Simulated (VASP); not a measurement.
**Bi: single point with PBE**

Bi:

```
Bi
1.0
     2.28252    1.31781    3.96408
    -2.28252    1.31781    3.96408
     0.00000   -2.63562    3.96408
Bi
2
Direct
  0.76600 0.76600 0.76600
  0.23400 0.23400 0.23400
```

```json
{
  "Program": "VASP 6.6.1",
  "Task": "single point",
  "Functional": "PBE",
  "Potentials or basis": "VASP PAW PBE potentials, release 64 (Bi_d)",
  "Cutoff": "520 eV",
  "k mesh": "7 × 7 × 7",
  "Occupations": "fermi-dirac, width 0.05 eV",
  "Spin": "no spin polarisation"
}
```

* Pressure: 1.0 GPa
* Largest force: 0.115 eV/Å
* Band gap on the k mesh: 0.26 eV, indirect (least direct gap 0.52 eV)

Forces in eV/Å, atoms in the order of the input:
```
Bi   0.000  0.000 -0.115
Bi   0.000  0.000  0.115
```

Levels at points of the mesh, in eV from the valence-band top:
| k point | band 12 | band 13 | band 14 | band 15 | band 16 | band 17 | band 18 | band 19 |
| --- | --- | --- | --- | --- | --- | --- | --- | --- |
| (0.00, 0.00, 0.00) | -7.28 | -1.20 | -0.95 | -0.95 | 2.72 | 3.17 | 3.17 | 5.89 |

It took 20 s on 1 thread of Intel(R) Xeon(R) 6975P-C (Granite Rapids), on a shared host, peak memory 0.22 GiB.

Caveat: spin-orbit coupling is left out, which moves the levels of the heavy elements. A k mesh can miss the band edges.
